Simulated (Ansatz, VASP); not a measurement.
SiSe in VASP and in Ansatz

```
Si Se
1.0
     0.00000    2.84003    2.84003
     2.84003    0.00000    2.84003
     2.84003    2.84003    0.00000
Si Se
1 1
Direct
  0.00000 0.00000 0.00000
  0.75000 0.75000 0.75000
```

Alike in both runs: task single point; functional PBE; k mesh 6 × 6 × 6; occupations gaussian, width 0.1 eV; no spin polarisation.

|  | VASP | Ansatz |
| --- | --- | --- |
| version | VASP 6.6.1 | Ansatz 0.2.0 |
| potentials or method | VASP PAW PBE potentials, release 64 (Si, Se), cutoff 520 eV | scalar-relativistic, plane waves, PAW |
| valence electrons in the cell | 10 | 20 |

```csv
,VASP,Ansatz,Ansatz less VASP
gap on the k mesh at the Fermi level (eV),none,none,-
pressure (GPa),12.3,12.3,-0.06
```

A gap of «none» marks a metal or a gap that the smearing closes. VASP's potentials hold 10 valence electrons a cell and Ansatz's 20, so a difference there can come from the potentials and not from the codes.
